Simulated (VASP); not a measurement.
Set up this calculation in VASP 6.6.1, as the native input.

```
Task                   : electric field gradients
Functional             : LDA
Potentials or basis    : VASP PAW LDA potentials, release 64 (La, Zn)
Cutoff                 : 520 eV
k mesh                 : 9 × 9 × 9
Occupations            : fermi-dirac, width 0.05 eV
Spin                   : no spin polarisation
Dipole correction      : no
Further INCAR settings : ALGO = Normal; EDIFF = 1e-08; NBANDS = 18
```

The structure of LaZn lies in POSCAR:

```
LaZn
1.0
    3.8235480841      0.0000000000      0.0000000000
    0.0000000000      3.8235480841      0.0000000000
    0.0000000000      0.0000000000      3.8235480841
La Zn
1 1
Direct
    0.5000000000      0.5000000000      0.5000000000
    0.0000000000      0.0000000000      0.0000000000
```

The input as run:

INCAR

```
ALGO = Normal
EDIFF = 1E-8
ENCUT = 520
GGA = CA
ISIF = 2
ISMEAR = -1
LASPH = T
LCHARG = F
LEFG = T
LREAL = F
LWAVE = F
NBANDS = 18
NELM = 100
PREC = Accurate
SIGMA = 0.05
```

KPOINTS

```
k-points
0
Gamma
  9 9 9
```

Potentials or basis: VASP PAW LDA potentials, release 64 (La, Zn).

Launch:

```console
$ cat potpaw_LDA.64/La/POTCAR potpaw_LDA.64/Zn/POTCAR > POTCAR
$ mpirun -np 1 vasp_std > vasp.out
```

It gave:

```json
{
  "Pressure": "-6.1 GPa",
  "Band gap on the k mesh": "zero (an odd number of electrons rules out a gap without spin polarisation)",
  "Largest electric field gradient by atom": "under 0.05 V/Å² on every atom"
}
```

Caveat: the cell stands under tension; spin-orbit coupling is left out, which moves the levels of the heavy elements.

It took 28 s on 1 thread of Intel(R) Xeon(R) Platinum 8488C (Sapphire Rapids), with other jobs on the host, peak memory 0.18 GiB.
